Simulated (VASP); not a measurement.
A run of VASP 6.6.1 is set up as follows.

Contents of POSCAR:

```
ZnSnN2
1.0
    3.5488817669      0.0000000000      0.0000000000
    0.0000000000      3.5488817669      0.0000000000
    0.0000000000      0.0000000000      9.2099433007
Zn N Sn
2 4 2
Direct
    0.5000000000      0.0000000000      0.9044325194
    0.0000000000      0.5000000000      0.0955674806
    0.5000000000      0.5000000000      0.0000000000
    0.0000000000      0.0000000000      0.2432612901
    0.5000000000      0.5000000000      0.5000000000
    0.0000000000      0.0000000000      0.7567387099
    0.5000000000      0.0000000000      0.3552999183
    0.0000000000      0.5000000000      0.6447000817
```

INCAR.step1

```
PREC = Accurate
ENCUT = 520
ISMEAR = -1
SIGMA = 0.02
LREAL = F
LASPH = T
NELM = 80
NBANDS = 46
GGA = PE
ALGO = Normal
EDIFF = 1E-4
LWAVE = T
LCHARG = F
```

INCAR.step2

```
PREC = Accurate
ENCUT = 520
EDIFF = 1E-6
ISMEAR = -1
SIGMA = 0.02
LREAL = F
LASPH = T
NELM = 80
ALGO = Normal
ISIF = 2
LWAVE = F
LCHARG = F
METAGGA = R2SCAN
LMIXTAU = T
NBANDS = 46
ISTART = 1
```

The input KPOINTS:

```
Automatic mesh
0
Gamma
  6 6 2
```

Potentials or basis: VASP PAW PBE potentials, release 64 (Zn, N, Sn_d).

Command:

```console
$ cat potpaw_PBE.64/Zn/POTCAR potpaw_PBE.64/N/POTCAR potpaw_PBE.64/Sn_d/POTCAR > POTCAR
$ cp INCAR.step1 INCAR
$ mpirun -np 1 vasp_std > vasp.out
$ cp INCAR.step2 INCAR
$ mpirun -np 1 vasp_std > vasp.out
```

Question: What does it give for the pressure?

Answer: -7.2 GPa.

Question: Predict the largest force.

Answer: 0.209 eV/Å.

Question: Estimate the band gap on the k mesh.

Answer: Zero (band 36 reaches 5.05 eV, above the bottom of band 37 at 4.95 eV).

Forces in eV/Å, atoms in the order of the input:
```
Zn   0.000  0.000  0.059
Zn   0.000  0.000 -0.059
N    0.000  0.000  0.000
N    0.000  0.000  0.209
N    0.000  0.000  0.000
N    0.000  0.000 -0.209
Sn   0.000  0.000 -0.038
Sn   0.000  0.000  0.038
```

Caveat: the PAW data sets were made with another functional, which shifts forces and pressure a little; spin-orbit coupling is left out, which moves the levels of the heavy elements.
